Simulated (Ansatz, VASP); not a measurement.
## Two plane-wave programs on BeS2

```
Be S
1.0
     3.08425    0.00000    0.00000
     0.00000    3.08425    0.00000
     0.00000    0.00000    4.87765
Be S
1 2
Cartesian
  0.0000 0.0000 0.0000
  1.5421 1.5421 1.2026
  1.5421 1.5421 3.6751
```

Change from the starting cell: species swapped into the Ga2Cu type (P4/mmm, No. 123).

Alike in both runs: functional PBE; k mesh 6 × 6 × 4; occupations gaussian, width 0.1 eV; no spin polarisation.

Ansatz relaxed the structure, and its values are those at the end. VASP's run is a single point on that final structure, the one shown.

|  | VASP | Ansatz |
| --- | --- | --- |
| version | VASP 6.6.1 | Ansatz 0.2.0 |
| potentials or method | VASP PAW PBE potentials, release 64 (Be, S), cutoff 520 eV | scalar-relativistic, plane waves, PAW |
| valence electrons in the cell | 14 | 14 |

VASP gave:

| Item | Value |
| --- | --- |
| gap on the k mesh at the Fermi level (eV) | none |
| pressure (GPa) | -0.1 |
| rms of the force components (eV/Å) | 0.007 |

Estimate Ansatz's values.

gap on the k mesh at the Fermi level (eV): none; pressure (GPa): 0.1; rms of the force components (eV/Å): 0.004.

A gap of «none» marks a metal or a gap that the smearing closes. With one functional, cell and mesh, what is left measures potentials, basis and numerics.
